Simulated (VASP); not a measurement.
# ZrC (Imm2) in VASP: a series of runs

The runs below take ZrC through single point, with LDA.

All numbers are computed with VASP 6.6.1; they aren't measurements. Logs are shortened: lines on timing, memory, paths and dates and some standing lists are left out, and cuts for length are marked.

## Step 1: The cell of the first run

The structure is orthorhombic, space group Imm2 (No. 44). Conventional cell: a = 3.324 Å, b = 4.700 Å, c = 3.324 Å, α = 90.00°, β = 90.00°, γ = 90.00°. Within 2.8 Å of Zr (site symmetry mm2) lie 6 C at 2.15 to 2.57 Å. C (site symmetry mm2) has 6 Zr at 2.15 to 2.57 Å within 2.8 Å.

## Step 2: Single point, LDA (all Zr atoms moved -0.300 Å, as atom 1 along Cartesian [1 -1 0])

The input, INCAR:

```
SYSTEM = ZrC
PREC = Accurate
ENCUT = 520
EDIFF = 1E-6
ISMEAR = 0
SIGMA = 0.15
LREAL = .FALSE.
LASPH = .TRUE.
NELM = 100
ALGO = Normal
ISIF = 2
LWAVE = .FALSE.
LCHARG = .FALSE.
NBANDS = 15
```

The input, KPOINTS:

```
regular mesh
0
G
  18 18 18
  0 0 0
```

The input, POSCAR:

```
ZrC
1.0
    0.0000000000      2.3502100000      2.3502100000
    2.3502100000      0.0000000000      2.3502100000
    2.3502100000      2.3502100000      0.0000000000
Zr C
1 1
Direct
    0.5902608849      0.4097391151      0.5000000000
    0.0000000000      0.0000000000      0.0000000000
```

Potentials or basis: VASP PAW LDA potentials, release 64 (Zr_sv, C).

Command:

```console
$ cat potpaw_LDA.64/Zr_sv/POTCAR potpaw_LDA.64/C/POTCAR > POTCAR
$ mpirun -np 1 vasp_std > vasp.out
```

OUTCAR:

```text
SYSTEM = ZrC
   PREC = Accurate
   ENCUT = 520
   EDIFF = 1E-6
   ISMEAR = 0
   LREAL = .FALSE.
   LASPH = .TRUE.
   NELM = 100
   ISIF = 2

 ion  position               nearest neighbor table
   1  0.590  0.410  0.500-   2 2.15   2 2.15   2 2.37   2 2.37   2 2.57   2 2.57
   2  0.000  0.000  0.000-   1 2.15   1 2.15   1 2.37   1 2.37   1 2.57   1 2.57

  LATTYP: Found a face centered cubic cell.
 ALAT       =     4.7004200000

  Lattice vectors:

 A1 = (   0.0000000000,   2.3502100000,   2.3502100000)
 A2 = (   2.3502100000,   0.0000000000,   2.3502100000)
 A3 = (   2.3502100000,   2.3502100000,   0.0000000000)

Analysis of symmetry for initial positions (statically):
=====================================================================
 Subroutine PRICEL returns:
 Original cell was already a primitive cell.

 Routine SETGRP: Setting up the symmetry group for a
 face centered cubic supercell.

 Subroutine GETGRP returns: Found  4 space group operations
 (whereof  4 operations were pure point group operations)
 out of a pool of 48 trial point group operations.

The static configuration has the point symmetry C_2v.

Analysis of symmetry for dynamics (positions and initial velocities):
=====================================================================
 Subroutine PRICEL returns:
 Original cell was already a primitive cell.

 Routine SETGRP: Setting up the symmetry group for a
 face centered cubic supercell.

 Subroutine GETGRP returns: Found  4 space group operations
 (whereof  4 operations were pure point group operations)
 out of a pool of 48 trial point group operations.

The dynamic configuration has the point symmetry C_2v.

 Subroutine INISYM returns: Found  4 space group operations
 (whereof  4 operations are pure point group operations),
 and found     1 'primitive' translations

----------------------------------------------------------------------------------------

                                     Primitive cell

  volume of cell :      25.9627

  direct lattice vectors                    reciprocal lattice vectors
     0.000000000  2.350210000  2.350210000    -0.212746946  0.212746946  0.212746946
     2.350210000  0.000000000  2.350210000     0.212746946 -0.212746946  0.212746946
     2.350210000  2.350210000  0.000000000     0.212746946  0.212746946 -0.212746946

  length of vectors
     3.323698856  3.323698856  3.323698856     0.368488520  0.368488520  0.368488520

  position of ions in fractional coordinates (direct lattice)
     0.590260885  0.409739115  0.500000000
     0.000000000  0.000000000  0.000000000

  ion indices of the primitive-cell ions
   primitive index   ion index
                 1           1
                 2           2

----------------------------------------------------------------------------------------

 KPOINTS: regular mesh

Automatic generation of k-mesh.
 Grid dimensions read from file:
 generate k-points for:   18   18   18

 Generating k-lattice:

  Cartesian coordinates                     Fractional coordinates (reciprocal lattice)
    -0.011819275  0.011819275  0.011819275     0.055555556  0.000000000  0.000000000
     0.011819275 -0.011819275  0.011819275     0.000000000  0.055555556  0.000000000
     0.011819275  0.011819275 -0.011819275     0.000000000  0.000000000  0.055555556

  Length of vectors
     0.020471584  0.020471584  0.020471584

  Shift w.r.t. Gamma in fractional coordinates (k-lattice)
     0.000000000  0.000000000  0.000000000

 Subroutine IBZKPT returns following result:
 ===========================================

 Found    865 irreducible k-points:

 Following reciprocal coordinates:
            Coordinates               Weight
  0.000000  0.000000  0.000000      1.000000
  0.055556  0.000000  0.000000      4.000000
  0.000000  0.000000  0.055556      4.000000
  0.111111  0.000000  0.000000      4.000000
  0.000000  0.000000  0.111111      4.000000
  0.166667  0.000000  0.000000      4.000000
[... 16 lines left out ...]
  0.000000  0.111111  0.055556      8.000000
  0.055556  0.000000  0.111111      8.000000
 [... further k-points ...]
   k-points           NKPTS =    865   k-points in BZ     NKDIM =    865   number of bands    NBANDS=     15
   number of dos      NEDOS =    301   number of ions     NIONS =      2
   total plane-waves  NPLWV =  21952
   dimension x,y,z NGX =    28 NGY =   28 NGZ =   28
   dimension x,y,z NGXF=    56 NGYF=   56 NGZF=   56
   ions per type =               1   1
   NGX,Y,Z   is equivalent  to a cutoff of  14.01, 14.01, 14.01 a.u.
   NGXF,Y,Z  is equivalent  to a cutoff of  28.01, 28.01, 28.01 a.u.
 SYSTEM =  ZrC
   PREC   = accura    normal or accurate (medium, high low for compatibility)
   ISTART =      0    job   : 0-new  1-cont  2-samecut
   ICHARG =      2    charge: 1-file 2-atom 10-const
   ISPIN  =      1    spin polarized calculation?
   LNONCOLLINEAR =      F non collinear calculations
   LSORBIT =      F    spin-orbit coupling
   LASPH  =      T    aspherical Exc in radial PAW
   ENCUT  =  520.0 eV  38.22 Ry    6.18 a.u.   6.18  6.18  6.18*2*pi/ulx,y,z
   NELM   =    100;   NELMIN=  2; NELMDL= -5     # of ELM steps
   EDIFF  = 0.1E-05   stopping-criterion for ELM
   LREAL  =      F    real-space projection
   EDIFFG = 0.1E-04   stopping-criterion for IOM
   NSW    =      0    number of steps for IOM
   IBRION =     -1    ionic relax: 0-MD 1-quasi-New 2-CG
   NFREE  =      0    steps in history (QN), initial steepest desc. (CG)
   ISIF   =      2    stress and relaxation
   ISYM   =      2    0-nonsym 1-usesym 2-fastsym
   POTIM  = 0.5000    time-step for ionic-motion
   TEBEG  =    0.0;   TEEND  =   0.0 temperature during run
   PSTRESS=    0.0 pullay stress
   NELECT =      16.0000    total number of electrons
   NUPDOWN=      -1.0000    fix difference up-down
   EMIN   =  10.00;   EMAX   =-10.00  energy-range for DOS
   EFERMI =   0.00;   METHOD = LEGACY
   ISMEAR =     0;   SIGMA  =   0.15  broadening in eV -4-tet -1-fermi 0-gaus
   EFERMI_NEDOS =   21; number of points for ismear=-14 and -15
   IALGO  =     38    algorithm
   IMIX   =      4    mixing-type and parameters
     AMIX     =   0.40;   BMIX     =  1.00
     AMIX_MAG =   1.60;   BMIX_MAG =  1.00
  volume/ion in A,a.u.               =      12.98        87.60
  Fermi-wavevector in a.u.,A,eV,Ry     =   1.393151  2.632673 26.407131  1.940869
  Thomas-Fermi vector in A             =   2.516825
   LORBIT       =      0    0 simple, 1 ext, 2 COOP (PROOUT), +10 PAW based schemes
   GGA     = CA    functional components
   LHFCALC =     F    Hartree Fock is set to
   AEXX    =    0.0000 exact exchange contribution
   IVDW    =     0    specifies the selected vdW correction
   LEPSILON=     F    determine dielectric tensor
   LRPA    =     F    only Hartree local field effects (RPA)
 non-spin polarized calculation
 Gauss-broadening in eV      SIGMA  =   0.15
  energy-cutoff  :      520.00
  volume of cell :       25.96
 maximum number of plane-waves:       725
 NGX is ok and might be reduce to    28
   NGX = 13   NGY = 13   NGZ = 13

 number of electron      16.0000000 magnetization

 Free energy of the ion-electron system (eV)
  ---------------------------------------------------
  ext. energy  EPLUGINS =         0.00000000
  ---------------------------------------------------
  free energy    TOTEN  =       -20.96169761 eV

  energy without entropy =      -20.96130610  energy(sigma->0) =      -20.96150186

 E-fermi :   9.6056     XC(G=0): -12.3257

 val. band max:        9.5516083633   @ k =   0.0556  -0.4444   0.5000
 cond. band min:       9.7124522718   @ k =   0.0556   0.3889   0.3333
 fundamental gap:      0.1608439085
 Fermi energy:         9.6055821297

 k-point     1 :       0.0000    0.0000    0.0000
  band No.  band energies     occupation
      1     -38.3467      2.00000
      2     -16.2337      2.00000
      3     -16.2267      2.00000
      4     -16.2225      2.00000
      5      -1.6271      2.00000
      6       8.6733      2.00000
      7       8.8727      2.00000
      8       9.2504      1.99919
      9      10.4291      0.00000
     10      11.6102      0.00000
     11      12.2619      0.00000
     12      13.3413      0.00000
     13      13.8116      0.00000
     14      16.5511      0.00000
     15      19.7224      0.00000

 k-point     2 :       0.0556    0.0000    0.0000
  band No.  band energies     occupation
      1     -38.3436      2.00000
      2     -16.2545      2.00000
      3     -16.2363      2.00000
      4     -16.2256      2.00000
      5      -1.5573      2.00000
      6       8.4204      2.00000
      7       8.9080      2.00000
      8       9.0808      2.00000
      9      10.5133      0.00000
     10      11.5420      0.00000
     11      12.1472      0.00000
     12      13.6971      0.00000
     13      14.0414      0.00000
     14      16.7239      0.00000
     15      19.9235      0.00000

 k-point     3 :       0.0000    0.0000    0.0556
  band No.  band energies     occupation
      1     -38.3435      2.00000
      2     -16.2624      2.00000
      3     -16.2290      2.00000
      4     -16.2264      2.00000
      5      -1.5544      2.00000
      6       8.3711      2.00000
      7       8.8783      2.00000
      8       9.3183      1.99324
      9      10.4384      0.00000
     10      11.4204      0.00000
     11      12.1142      0.00000
     12      13.5466      0.00000
     13      14.2835      0.00000
     14      16.6987      0.00000
     15      19.9161      0.00000
[... 343 lines left out ...]
 k-point    23 :       0.0000    0.1111    0.0556
  band No.  band energies     occupation
      1     -38.3354      2.00000
      2     -16.3144      2.00000
      3     -16.2492      2.00000
      4     -16.2394      2.00000
      5      -1.3758      2.00000
      6       8.0232      2.00000
      7       8.5946      2.00000
      8       8.9011      2.00000
      9      10.4889      0.00000
     10      11.6322      0.00000
     11      12.3460      0.00000
     12      13.7978      0.00000
     13      14.8071      0.00000
     14      17.2146      0.00000
     15      20.4234      0.00000

 k-point    24 :       0.0556    0.0000    0.1111
  band No.  band energies     occupation
      1     -38.3352      2.00000
      2     -16.3248      2.00000
      3     -16.2459      2.00000
      4     -16.2364      2.00000
      5      -1.3678      2.00000
      6       7.9529      2.00000
      7       8.6391      2.00000
      8       9.2697      1.99846
      9      10.3455      0.00000
     10      11.2871      0.00000
     11      12.3681      0.00000
     12      13.6922      0.00000
     13      15.0792      0.00000
     14      17.1494      0.00000
     15      20.4070      0.00000

 [... further k-points ...]

------------------------ aborting loop because EDIFF is reached ----------------------------------------

  FORCE on cell =-STRESS in cart. coord.  units (eV):
  Direction    XX          YY          ZZ          XY          YZ          ZX
  --------------------------------------------------------------------------------------
  -------------------------------------------------------------------------------------
  Total        0.5091786      0.5091786     -1.5155559      0.4907155      0.0000000      0.0000000
  in kB       31.4217744     31.4217744    -93.5260389     30.2824070      0.0000000      0.0000000
  external PRESSURE =     -10.2274967 kB  Pullay stress =       0.0000000 kB

 VOLUME and BASIS-vectors are now :
 -----------------------------------------------------------------------------
  energy-cutoff  :      520.00
  volume of cell :       25.96
      direct lattice vectors                 reciprocal lattice vectors
     0.000000000  2.350210000  2.350210000    -0.212746946  0.212746946  0.212746946
     2.350210000  0.000000000  2.350210000     0.212746946 -0.212746946  0.212746946
     2.350210000  2.350210000  0.000000000     0.212746946  0.212746946 -0.212746946

 POSITION                                       TOTAL-FORCE (eV/Angst)
 -----------------------------------------------------------------------------------
      2.13808      2.56234      2.35021         1.469552     -1.469552      0.000000
      0.00000      0.00000      0.00000        -1.469552      1.469552      0.000000
 -----------------------------------------------------------------------------------
    total drift:                               -0.000003      0.000003      0.000000

  FREE ENERGIE OF THE ION-ELECTRON SYSTEM (eV)
  ---------------------------------------------------
  free  energy   TOTEN  =       -20.9616976114 eV

  energy  without entropy=      -20.9613061012  energy(sigma->0) =      -20.96150186
```

It took 5.4 min on 1 thread of Intel Xeon Platinum 8259CL at 2.50GHz (Skylake/Cascade Lake), shared host; peak memory 0.43 GiB.

Results:

- Free energy: -20.9617 eV
- Pressure: -1.0 GPa
- Largest force: 2.078 eV/Å
- Band gap on the k mesh: 0.16 eV, indirect (least direct gap 0.38 eV)

Forces on the atoms (eV/Å):
```
Zr   1.470 -1.470  0.000
C   -1.470  1.470  0.000
```

Stress tensor (GPa, compression positive):
```
 3.14  3.03  0.00
 3.03  3.14  0.00
 0.00  0.00 -9.35
```

Levels at points of the mesh, in eV from the valence-band top:
```tsv
k point	band 5	band 6	band 7	band 8	band 9	band 10	band 11	band 12
(0.00, 0.00, 0.00)	-11.18	-0.88	-0.68	-0.30	0.88	2.06	2.71	3.79
(0.50, 0.00, 0.00)	-8.27	-5.24	-3.12	-3.01	4.20	4.32	5.09	6.57
(0.00, 0.00, 0.50)	-8.11	-5.35	-2.89	-2.61	4.05	4.11	5.16	5.67
(0.50, 0.50, 0.00)	-9.95	-2.93	-2.16	-0.37	1.42	4.88	5.48	5.48
(0.00, 0.50, 0.50)	-9.93	-2.56	-1.99	-0.12	0.73	4.62	5.47	5.48
```

Caveat: the cell differs from its parent crystal (all Zr atoms moved -0.300 Å, as atom 1 along Cartesian [1 -1 0]); forces of over 1 eV/Å act on the atoms, so gaps and moduli don't describe the material at rest. A k mesh can miss the band edges.

## Step 3: Single point, LDA (all Zr atoms moved +0.225 Å, as atom 1 along Cartesian [1 -1 0])

The input, INCAR:

```
SYSTEM = ZrC
ALGO = Normal ; EDIFF = 1E-6
ENCUT = 520 ; ISIF = 2
ISMEAR = 0 ; LASPH = .TRUE.
LCHARG = .FALSE. ; LREAL = .FALSE.
LWAVE = .FALSE. ; NBANDS = 15
NELM = 100 ; PREC = Accurate
SIGMA = 0.15
```

The input, KPOINTS:

```
k-points
0
G
  18 18 18
  0 0 0
```

Changes to POSCAR since step 2:

```diff
@@ -8,3 +8,3 @@
 Direct
-    0.5902608849      0.4097391151      0.5000000000
+    0.4323043363      0.5676956637      0.5000000000
     0.0000000000      0.0000000000      0.0000000000
```

Potentials or basis: VASP PAW LDA potentials, release 64 (Zr_sv, C).

Command:

```console
$ cat potpaw_LDA.64/Zr_sv/POTCAR potpaw_LDA.64/C/POTCAR > POTCAR
$ mpirun -np 1 vasp_std > vasp.out
```

Wall time 5.2 min (1 thread of Intel Xeon Platinum 8259CL at 2.50GHz (Skylake/Cascade Lake), shared host); peak memory 0.43 GiB.

The run converged. Its results:

```yaml
Free_energy: -21.0939 eV
Pressure: -4.1 GPa
Largest_force: 1.466 eV/Å
Band_gap_on_the_k_mesh: zero (band 8 reaches 9.67 eV, above the bottom of band 9 at 9.61 eV)
```

Forces in eV/Å, atoms in the order of the input:
```
Zr  -1.037  1.037  0.000
C    1.037 -1.037  0.000
```

Stress tensor (GPa, compression positive):
```
-1.72  1.95  0.00
 1.95 -1.72  0.00
 0.00  0.00 -8.90
```

Levels at points of the mesh, in eV from the Fermi level:
```
           k point  band 6  band 7  band 8  band 9  band 10  band 11
(0.00, 0.00, 0.00)   -0.47   -0.35    0.04    0.88     1.88     2.23
(0.50, 0.00, 0.00)   -5.34   -3.11   -3.04    4.24     4.34     5.10
(0.00, 0.00, 0.50)   -5.39   -2.98   -2.82    4.17     4.22     5.12
(0.50, 0.50, 0.00)   -2.61   -2.16   -0.25    0.87     4.64     5.47
(0.00, 0.50, 0.50)   -2.35   -2.06   -0.10    0.42     4.49     5.47
```

Caveat: the cell differs from its parent crystal (all Zr atoms moved +0.225 Å, as atom 1 along Cartesian [1 -1 0]); forces of over 1 eV/Å act on the atoms, so gaps and moduli don't describe the material at rest.

## Step 4: Single point, LDA (all Zr atoms moved -0.150 Å, as atom 1 along Cartesian [1 -1 0])

The input, INCAR:

```
PREC = Accurate
ENCUT = 520
EDIFF = 1E-6
ISMEAR = 0
SIGMA = 0.15
LREAL = F
LASPH = T
NELM = 100
ALGO = Normal
ISIF = 2
LWAVE = F
LCHARG = T
GGA = CA
LELF = T
LVHAR = T
NBANDS = 15
```

The input, KPOINTS:

```
Automatic mesh
0
Gamma
  18 18 18
```

Changes to POSCAR since step 3:

```diff
@@ -8,3 +8,3 @@
 Direct
-    0.4323043363      0.5676956637      0.5000000000
+    0.5451304425      0.4548695575      0.5000000000
     0.0000000000      0.0000000000      0.0000000000
```

Command:

```console
$ cat potpaw_LDA.64/Zr_sv/POTCAR potpaw_LDA.64/C/POTCAR > POTCAR
$ mpirun -np 1 vasp_std > vasp.out
```

It took 5.6 min on 1 thread of Intel Xeon Platinum 8259CL at 2.50GHz (Skylake/Cascade Lake), shared host; peak memory 0.43 GiB.

It converged, with:

| Property | Result |
| --- | --- |
| Free energy | -21.1842 eV |
| Pressure | -6.3 GPa |
| Largest force | 0.954 eV/Å |
| Band gap on the k mesh | zero (band 8 reaches 9.97 eV, above the bottom of band 9 at 9.41 eV) |

Forces in eV/Å, atoms in the order of the input:
```
Zr   0.674 -0.674  0.000
C   -0.674  0.674  0.000
```

Stress tensor (GPa, compression positive):
```
-5.32  1.08  0.00
 1.08 -5.32  0.00
 0.00  0.00 -8.36
```

Levels at points of the mesh, in eV from the Fermi level:
| k point | band 6 | band 7 | band 8 | band 9 | band 10 | band 11 |
| --- | --- | --- | --- | --- | --- | --- |
| (0.00, 0.00, 0.00) | 0.00 | 0.07 | 0.44 | 0.93 | 1.68 | 1.81 |
| (0.50, 0.00, 0.00) | -5.35 | -3.04 | -3.02 | 4.33 | 4.38 | 5.16 |
| (0.00, 0.00, 0.50) | -5.37 | -2.99 | -2.92 | 4.30 | 4.33 | 5.17 |
| (0.50, 0.50, 0.00) | -2.26 | -2.11 | -0.10 | 0.45 | 4.51 | 5.53 |
| (0.00, 0.50, 0.50) | -2.10 | -2.07 | -0.04 | 0.22 | 4.44 | 5.53 |

Caveat: the cell differs from its parent crystal (all Zr atoms moved -0.150 Å, as atom 1 along Cartesian [1 -1 0]).
